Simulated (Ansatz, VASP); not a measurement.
One calculation of TiSi16, two programs

```xyz
17
Lattice="0.0000 5.4300 5.4300 5.4300 0.0000 5.4300 5.4300 5.4300 0.0000" Properties=species:S:1:pos:R:3 pbc="T T T"
Si   -0.0566   -0.0575   -0.0064
Si    1.3170    1.3230    1.2989
Si    2.6978    2.6969   -0.0051
Si    4.0358    4.0349    1.3429
Si    2.7367   -0.0974    2.6377
Si    4.0771    1.3019    4.0345
Si    5.3852    2.6849    2.6679
Si    6.7682    3.9922    4.0356
Si   -0.1033    2.7420    2.6284
Si    1.2991    4.0756    4.0299
Si    2.6843    5.3855    2.6660
Si    3.9933    6.7708    4.0310
Si    2.7185    2.7175    5.4139
Si    4.0279    4.0410    6.7114
Si    5.3516    5.3509    5.4145
Si    6.7485    6.7507    6.7704
Ti    6.7465    6.7526    4.0139
```

Alike in both runs: functional PBE; k mesh 2 × 2 × 2; occupations gaussian, width 0.02 eV; no spin polarisation.

Ansatz relaxed the structure, and its values are those at the end. VASP's run is a single point on that final structure, the one shown.

|  | VASP | Ansatz |
| --- | --- | --- |
| version | VASP 6.6.1 | Ansatz 0.2.0 |
| potentials or method | VASP PAW PBE potentials, release 64 (Si, Ti_sv), cutoff 520 eV | scalar-relativistic, plane waves, PAW |
| valence electrons in the cell | 76 | 76 |

|  | VASP | Ansatz | Ansatz less VASP |
| --- | --- | --- | --- |
| rms of the force components (eV/Å) | 0.003 | 0.002 | -0.0007 |

With one functional, cell and mesh, what is left measures potentials, basis and numerics.

The k mesh is coarse, so the values compare programs but aren't converged.
